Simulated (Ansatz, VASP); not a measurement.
Two plane-wave programs on Re

```xyz
2
Lattice="2.7608 0.0000 0.0000 -1.3804 2.3909 0.0000 0.0000 0.0000 4.4582" Properties=species:S:1:pos:R:3 pbc="T T T"
Re    1.3804    0.7970    3.3436
Re    0.0000    1.5939    1.1145
```

Alike in both runs: task relaxation of cell and atoms; functional PBE; dispersion D4; k mesh 11 × 11 × 6; occupations fermi-dirac, width 0.05 eV; no spin polarisation.

|  | VASP | Ansatz |
| --- | --- | --- |
| version | VASP 6.6.1 | Ansatz 0.2.0 |
| potentials or method | VASP PAW PBE potentials, release 64 (Re) | Ansatz PAW |
| plane-wave cutoff (eV) | 600 | 420 |
| valence electrons in the cell | 14 | 30 |

|  | VASP | Ansatz | Ansatz less VASP |
| --- | --- | --- | --- |
| gap on the k mesh at the Fermi level, each at its own relaxed structure (eV) | none | none | - |
| relaxed volume (Å³/atom) | 14.66 | 14.67 | +0.011 |
| relaxed cell length with the largest relative difference (Å) | 4.453 | 4.456 | +0.0030 |

A gap of «none» marks a metal or a gap that the smearing closes. VASP's potentials hold 14 valence electrons a cell and Ansatz's 30, so a difference there can come from the potentials and not from the codes.

Neither program's run includes spin-orbit coupling. Noted on Ansatz's run: the plane-wave basis is chosen anew once the cell has moved, so the energies of steps on either side of that aren't comparable.
